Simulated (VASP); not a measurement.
A run of VASP 6.6.1 is set up as follows.

Contents of INCAR:

```
SYSTEM = Re
PREC = Accurate
ENCUT = 560
EDIFF = 1E-6
ISMEAR = -1
SIGMA = 0.1
LREAL = .False.
LASPH = .True.
NELM = 120
ALGO = Normal
ISIF = 2
LWAVE = .False.
LCHARG = .False.
GGA = CA
NBANDS = 14
GGA_COMPAT = .False.
```

KPOINTS

```
regular mesh
0
Gamma
  19 19 19
  0 0 0
```

POSCAR

```
Re
1.0
   -1.5352640187      1.5352640187      1.5352640187
    1.5352640187     -1.5352640187      1.5352640187
    1.5352640187      1.5352640187     -1.5352640187
Re
1
Direct
    0.0000000000      0.0000000000      0.0000000000
```

Potentials or basis: VASP PAW LDA potentials, release 64 (Re_sv_GW).

The run is started by

```bash
$ cat potpaw_LDA.64/Re_sv_GW/POTCAR > POTCAR
$ mpirun -np 1 vasp_std > vasp.out
```

**Question.** Predict the pressure.

**Answer.** 0.1 GPa.

**Question.** Predict the band gap on the k mesh.

**Answer.** Zero (an odd number of electrons rules out a gap without spin polarisation).

Caveat: spin-orbit coupling is left out, which moves the levels of the heavy elements.
